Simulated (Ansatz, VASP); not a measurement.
## One calculation of EuO, two programs

INCAR

```
ALGO = Normal ; EDIFF = 1E-6
ENCUT = 600 ; GGA = PS
GGA_COMPAT = False ; ISIF = 2
ISMEAR = 1 ; ISPIN = 2
LASPH = True ; LCHARG = True
LDAU = True ; LDAUJ = 0 0
LDAUL = 3 -1 ; LDAUPRINT = 1
LDAUTYPE = 2 ; LDAUU = 6 0
LELF = True ; LMAXMIX = 6
LORBIT = 11 ; LREAL = False
LVHAR = True ; LWAVE = False
MAGMOM = 7 0 ; NBANDS = 22
NELM = 200 ; PREC = Accurate
SIGMA = 0.05
```

File KPOINTS:

```
k-points
0
Gamma
  7 7 7
```

Contents of POSCAR:

```
EuO
1.0
    0.0000000000      2.5719500000      2.5719500000
    2.5719500000      0.0000000000      2.5719500000
    2.5719500000      2.5719500000      0.0000000000
Eu O
1 1
Direct
    0.0000000000      0.0000000000      0.0000000000
    0.5000000000      0.5000000000      0.5000000000
```

Input for Ansatz:

```yaml
crystal:
  lattice:
    - [0.0, 2.57195, 2.57195]
    - [2.57195, 0.0, 2.57195]
    - [2.57195, 2.57195, 0.0]
  atoms:
    - { symbol: Eu, position: [0.0, 0.0, 0.0] }
    - { symbol: O, position: [0.5, 0.5, 0.5] }
kpoints:
  mp_grid:
    grid: [7, 7, 7]
hamiltonian:
  xc: pbesol
  hubbard:
    - { species: Eu, l: f, u_eff: 6.0 }
magnetization:
  spin_polarized: true
  per_species:
    Eu: 7.0
scf:
  convergence:
    dr2_threshold: 1.0e-07
  occupations:
    method: methfessel_paxton
    width: 0.05
output:
  eigenvalues: true
```

Alike in both runs: task single point; functional PBEsol; k mesh 7 × 7 × 7; occupations methfessel-paxton of order 1, width 0.05 eV; collinear spin; Hubbard terms Eu f U = 6.0 eV.

|  | VASP | Ansatz |
| --- | --- | --- |
| version | VASP 6.6.1 | Ansatz 0.2.0 |
| potentials or method | VASP PAW PBE potentials, release 64 (Eu, O) | plane waves, PAW |
| plane-wave cutoff (eV) | 600 | 420 |
| valence electrons in the cell | 23 | 23 |

|  | VASP | Ansatz | Ansatz less VASP |
| --- | --- | --- | --- |
| gap on the k mesh at the Fermi level (eV) | none | none | - |
| net moment per atom (μB) | 3.50 | 3.50 | 0.000 |
| size of the moment on the site where the two differ most (μB) | 6.73 | 6.75 | +0.015 |

VASP's potentials were made for PBE, not for PBEsol. Site moments also hang on the region over which each program counts them. The programs project onto different local orbitals, so the same U acts differently, and such runs can settle in different states. A gap of «none» marks a metal or a gap that the smearing closes. Ansatz's warnings: stability check not made.

Spin-orbit coupling is off throughout.
